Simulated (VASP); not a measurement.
The system is SrC4.

```xyz
5
Lattice="2.4560 0.0000 0.0000 0.0000 3.9221 0.0000 0.0000 0.0000 4.2539" Properties=species:S:1:pos:R:3 pbc="T T T"
Sr    0.0000    1.9611    0.0000
C     1.2280    0.0000    0.7090
C     0.0000    0.0000    2.8360
C     1.2280    0.0000    3.5450
C     0.0000    0.0000    1.4180
```

| Item | Value |
| --- | --- |
| Program | VASP 6.6.1 |
| Task | relaxation of cell and atoms |
| Functional | PBE |
| Potentials or basis | VASP PAW PBE potentials, release 64 (Sr_sv, C) |
| Cutoff | 600 eV |
| k mesh | 8 × 4 × 4 |
| Occupations | gaussian, width 0.1 eV |
| Spin | no spin polarisation |

At the start: pressure 80.3 GPa; volume 8.20 Å³/atom.

Task: Where does the relaxation end?

Result: Over 15 steps the energy falls by 628.9 meV/atom and the volume is 11.03 Å³/atom (+34.6 %); space group Pmmm (No. 47, to 0.1 Å) before and after.

Step by step:
| step | energy change (eV) | largest force (eV/Å) | pressure (GPa) | volume (Å³) |
| --- | --- | --- | --- | --- |
| 1 | 0.0000 | 1.7629 | 80.31 | 40.98 |
| 2 | -0.4630 | 2.8887 | -29.34 | 70.22 |
| 3 | -2.6667 | 2.3509 | -2.02 | 53.38 |
| 4 | -2.6708 | 2.2968 | -0.73 | 53.00 |
| 5 | -2.9289 | 2.9131 | -2.60 | 55.02 |
| 6 | -2.9786 | 1.5929 | -3.06 | 54.42 |
| 7 | -2.9575 | 3.7200 | 8.05 | 53.98 |
| 8 | -3.1134 | 0.8132 | 1.35 | 54.23 |
| 9 | -3.1238 | 0.9325 | 1.51 | 54.73 |
| 10 | -3.1395 | 0.2008 | 1.29 | 54.52 |
| 11 | -3.1420 | 0.2575 | -0.22 | 55.04 |
| 12 | -3.1422 | 0.1920 | 0.15 | 54.91 |
| 13 | -3.1437 | 0.1507 | -0.50 | 55.28 |
| 14 | -3.1438 | 0.0638 | -0.34 | 55.19 |
| 15 | -3.1443 | 0.0280 | 0.10 | 55.16 |

Final structure:
```
CELL_PARAMETERS angstrom
2.63359 0.00000 0.00000
0.00000 4.81944 0.00000
0.00000 0.00000 4.34572
ATOMIC_POSITIONS crystal
Sr 0.00000 0.50000 0.00000
C 0.50000 0.00000 0.16932
C 0.00000 0.00000 0.66596
C 0.50000 0.00000 0.83068
C 0.00000 0.00000 0.33404
```

Caveat: the k points lie up to 0.36 Å⁻¹ apart in the final cell, too coarse for converged energies and pressures of a metal; the volume moved by over 15 % at a fixed basis, so the end points are rough.
